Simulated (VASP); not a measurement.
The system is GePt.

```xyz
8
Lattice="5.4835 0.0000 0.0000 0.0000 3.5519 0.0000 0.0000 0.0000 5.9259" Properties=species:S:1:pos:R:3 pbc="T T T"
Pt    5.4451    2.6639    1.1192
Pt    0.0385    0.8880    4.8067
Pt    2.7802    0.8880    4.0822
Pt    2.7033    2.6639    1.8437
Ge    4.4507    2.6639    3.4868
Ge    1.0329    0.8880    2.4391
Ge    3.7746    0.8880    0.5238
Ge    1.7089    2.6639    5.4021
```

* Program: VASP 6.6.1
* Task: relaxation of cell and atoms
* Functional: PBEsol
* Potentials or basis: VASP PAW PBE potentials, release 64 (Pt, Ge_d)
* Cutoff: 500 eV
* k mesh: 4 × 6 × 4
* Occupations: gaussian, width 0.1 eV
* Spin: no spin polarisation

At the start: pressure 27.9 GPa; volume 14.43 Å³/atom.

Task: How do energy, volume and symmetry change on relaxing?

Result: Over 11 steps the energy falls by 139.2 meV/atom and the volume is 16.15 Å³/atom (+11.9 %); space group Pnma (No. 62, to 0.1 Å) before and after.

The path:
```csv
step,energy change (eV),largest force (eV/Å),pressure (GPa),volume (Å³)
1,0.0000,0.7969,27.86,115.42
2,2.0392,0.5171,-23.01,162.59
3,-1.0857,0.2350,-1.78,130.26
4,-1.0917,0.2238,-0.44,129.30
5,-1.0919,0.2204,-0.01,129.02
6,-1.1053,0.1346,0.15,128.92
7,-1.1092,0.0902,0.35,128.84
8,-1.1108,0.0782,-0.55,129.48
9,-1.1108,0.0795,-0.45,129.41
10,-1.1123,0.0603,-0.29,129.33
11,-1.1138,0.0224,0.05,129.16
```

Final structure:
```
Pt Ge
1.0
     5.75113    0.00000    0.00000
     0.00000    3.69374    0.00000
     0.00000    0.00000    6.08013
Pt Ge
4 4
Direct
  0.99860 0.75000 0.19079
  0.00140 0.25000 0.80921
  0.50140 0.25000 0.69079
  0.49860 0.75000 0.30921
  0.81600 0.75000 0.58804
  0.18400 0.25000 0.41196
  0.68400 0.25000 0.08804
  0.31600 0.75000 0.91196
```

Caveat: the PAW data sets were made with another functional, which shifts forces and pressure a little; the relaxation stopped at a loose force limit of 0.05 eV/Å, so its end isn't a converged minimum.
